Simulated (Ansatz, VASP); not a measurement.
One calculation of BeS, two programs

The input INCAR:

```
ALGO = Normal ; EDIFF = 1E-6
ENCUT = 520 ; GGA = PE
ISIF = 2 ; ISMEAR = -1
LASPH = T ; LCHARG = T
LELF = T ; LREAL = F
LVHAR = T ; LWAVE = F
NBANDS = 11 ; NELM = 60
PREC = Accurate ; SIGMA = 0.02
```

File KPOINTS:

```
k-points
0
Gamma
  10 10 10
```

POSCAR

```
BeS
1.0
    0.0000000000      2.5073354173      2.3758852603
    2.5073354173      0.0000000000      2.3758852603
    2.5073354173      2.5073354173      0.0000000000
Be S
1 1
Direct
    0.0000000000      0.0000000000      0.0000000000
    0.2500000000      0.2500000000      0.2500000000
```

Input for Ansatz:

```yaml
crystal:
  lattice:
    - [0.0, 2.5073354173, 2.3758852603]
    - [2.5073354173, 0.0, 2.3758852603]
    - [2.5073354173, 2.5073354173, 0.0]
  atoms:
    - { symbol: Be, position: [0.0, 0.0, 0.0] }
    - { symbol: S, position: [0.25, 0.25, 0.25] }
kpoints:
  mp_grid: { grid: [10, 10, 10] }
  band_path:
    path:
      - [0.0, 0.0, 0.0]
      - [-0.5, -0.5, 0.0]
      - [-0.375, -0.375, 0.25]
      - [-0.375, 0.0, 0.375]
      - [0.0, 0.0, 0.5]
      - [-0.5, -0.25, 0.25]
      - [-0.0375, 0.0, 0.0375]
    npoints: 1
hamiltonian:
  xc: pbe
scf:
  occupations: { method: fermi_dirac, width: 0.02 }
  n_extra_bands: 4
output:
  forces: true
  stress: true
  eigenvalues: true
```

Change from the starting cell: epitaxial_xy strain +3.0%.

Alike in both runs: task single point; functional PBE; k mesh 10 × 10 × 10; occupations fermi-dirac, width 0.02 eV; no spin polarisation.

|  | VASP | Ansatz |
| --- | --- | --- |
| version | VASP 6.6.1 | Ansatz 0.2.0 |
| potentials or method | VASP PAW PBE potentials, release 64 (Be, S) | plane waves, PAW |
| plane-wave cutoff (eV) | 520 | 420 |
| valence electrons in the cell | 8 | 8 |

Ansatz gave:

| Quantity | Value |
| --- | --- |
| gap on the k mesh at the Fermi level (eV) | 2.80 |
| pressure (GPa) | -2.7 |
| traceless stress, the component that is largest in VASP (GPa) | 3.10 |

Which values does VASP return?

gap on the k mesh at the Fermi level (eV): 2.80; pressure (GPa): -2.7; traceless stress, the component that is largest in VASP (GPa): 3.09.

The functional is the same, so the differences come from potentials, cutoffs and numerics.
